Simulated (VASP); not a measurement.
Write the native input for VASP 6.6.1 that does the following.

| Quantity | Value |
| --- | --- |
| Task | single point |
| Functional | pbe exchange, lyp correlation |
| Potentials or basis | VASP PAW PBE potentials, release 64 (Hf_pv, B) |
| Cutoff | 500 eV |
| k mesh | 11 × 11 × 8 |
| Occupations | fermi-dirac, width 0.2 eV |
| Spin | no spin polarisation |
| Dipole correction | no |
| Further INCAR settings | ALGO = Normal; EDIFF = 1e-06; NBANDS = 15 |

The structure of HfB2 lies in POSCAR:

```
HfB2
1.0
    3.2215946835      0.0000000000      0.0000000000
   -1.6107973418      2.7899830748      0.0000000000
    0.0000000000      0.0000000000      3.5704297767
Hf B
1 2
Direct
    0.0000000000      0.0000000000      0.0000000000
    0.3333333333      0.6666666667      0.5000000000
    0.6666666667      0.3333333333      0.5000000000
```

One way to write it, as run:

INCAR

```
PREC = Accurate
ENCUT = 500
EDIFF = 1E-6
ISMEAR = -1
SIGMA = 0.2
LREAL = F
LASPH = T
NELM = 120
ALGO = Normal
ISIF = 2
LWAVE = F
LCHARG = F
GGA = LIBXC
LIBXC1 = GGA_X_PBE
LIBXC2 = GGA_C_LYP
NBANDS = 15
GGA_COMPAT = F
```

KPOINTS

```
Automatic mesh
0
Gamma
  11 11 8
```

Potentials or basis: VASP PAW PBE potentials, release 64 (Hf_pv, B).

Run with:

```console
$ cat potpaw_PBE.64/Hf_pv/POTCAR potpaw_PBE.64/B/POTCAR > POTCAR
$ mpirun -np 1 vasp_std > vasp.out
```

It gave:

```
Pressure               : -10.5 GPa
Band gap on the k mesh : zero (bands 8 and 9 overlap by 1.00 eV)
```

Caveat: the cell stands under tension; the PAW data sets were made with another functional, which shifts forces and pressure a little; spin-orbit coupling is left out, which moves the levels of the heavy elements.

Run time: 11 s on 1 thread of Intel(R) Xeon(R) 6975P-C (Granite Rapids), on a shared host, peak memory 0.17 GiB.
